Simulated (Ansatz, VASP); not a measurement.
# La: VASP beside Ansatz

File INCAR:

```
AGGAC    = 1.0          
AGGAX    = 1.0          
ALDAC    = 0.0          
ALDAX    = 1.0          
ALGO     = Normal         # electronic algorithm
EDIFF    = 1E-6           # SCF threshold, eV
ENCUT    = 520            # plane-wave cutoff, eV
GGA      = B5             # functional
ISIF     = 2              # what is computed and relaxed
ISMEAR   = -1             # smearing method
LASPH    = True           # aspherical terms in the spheres
LCHARG   = False          # write CHGCAR
LREAL    = False          # projectors in reciprocal space
LWAVE    = False          # write WAVECAR
NBANDS   = 24             # bands
NELM     = 100            # most SCF steps
PREC     = Accurate       # precision mode
SIGMA    = 0.1            # smearing width, eV
```

File KPOINTS:

```
k-points
0
Gamma
  7 7 10
```

File POSCAR:

```
La
1.0
    6.1686441480      0.0000000000      0.0000000000
   -3.0843220740      5.3422025391      0.0000000000
    0.0000000000      0.0000000000      3.7907920449
La
3
Direct
    0.0000000000      1.0000000000      0.0000000000
    0.3333333333      0.6666666667      0.5000000000
    0.6666666667      0.3333333333      0.5000000000
```

Input for Ansatz:

```yaml
crystal:
  lattice:
    - [6.168644148, 0.0, 0.0]
    - [-3.084322074, 5.3422025391, 0.0]
    - [0.0, 0.0, 3.7907920449]
  atoms:
    - { symbol: La, position: [0.0, 1.0, 0.0] }
    - { symbol: La, position: [0.3333333333, 0.6666666667, 0.5] }
    - { symbol: La, position: [0.6666666667, 0.3333333333, 0.5] }
hamiltonian:
  xc: blyp
  pseudopotentials:
    kind: paw
    azcp:
      La: "pseudopotentials/La.paw.azcp"
basis:
  ecutwfc: 420
  fft_grid_basis: typed
kpoints:
  mp_grid: { grid: [7, 7, 10], shift: [0, 0, 0] }
magnetization:
  spin_polarized: false
scf:
  occupations: { method: fermi_dirac, width: 0.1 }
  lower_state_search: "off"
output:
  stress: true
  write_density: true
  write_potential: true
  elf: true
  volumetric_format: npy
```

Alike in both runs: task single point; functional BLYP; k mesh 7 × 7 × 10; occupations fermi-dirac, width 0.1 eV; no spin polarisation.

|  | VASP | Ansatz |
| --- | --- | --- |
| version | VASP 6.6.1 | Ansatz 0.2.0 |
| potentials or method | VASP PAW PBE potentials, release 64 (La), cutoff 520 eV | plane waves (420 eV) with PAW, scalar-relativistic |
| valence electrons in the cell | 33 | 33 |

Ansatz gave:

- pressure (GPa): -0.9
- traceless stress, the component that is largest in VASP (GPa): 0.09

**Question.** Estimate VASP's values.

**Answer.** Pressure (GPa): -1.0; traceless stress, the component that is largest in VASP (GPa): 0.10.

VASP's potentials were made for PBE, not for BLYP. With one functional, cell and mesh, what is left measures potentials, basis and numerics.

Spin-orbit coupling is off throughout.
